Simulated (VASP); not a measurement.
Here is a VASP 6.6.1 calculation.

Contents of INCAR:

```
  PREC = Accurate
  ENCUT = 520
  EDIFF = 1E-6
  ISMEAR = 0
  SIGMA = 0.05
  LREAL = False
  LASPH = True
  NELM = 150
  ALGO = Normal
  ISIF = 2
  LWAVE = False
  LCHARG = False
  ISPIN = 2
  MAGMOM = 1.5 0.5
  LORBIT = 11
  LMAXMIX = 4
  GGA = PE
  NBANDS = 19
```

Contents of KPOINTS:

```
regular mesh
0
Gamma
  1 1 17
```

File POSCAR:

```
TiC
1.0
    9.0000000000      0.0000000000      0.0000000000
    0.0000000000      9.3000000000      0.0000000000
    0.0000000000      0.0000000000      3.7056151993
Ti C
1 1
Direct
    0.5000000000      0.5000000000     -0.0174710646
    0.5000000000      0.5000000000      0.4824710646
```

Potentials or basis: VASP PAW PBE potentials, release 64 (Ti_sv, C).

Launch:

```sh
$ cat potpaw_PBE.64/Ti_sv/POTCAR potpaw_PBE.64/C/POTCAR > POTCAR
$ mpirun -np 1 vasp_std > vasp.out
```

What does it give for the site moments?

Ti +0.43; C -0.03 μB.

Estimate the net moment.

0.59 μB per cell.
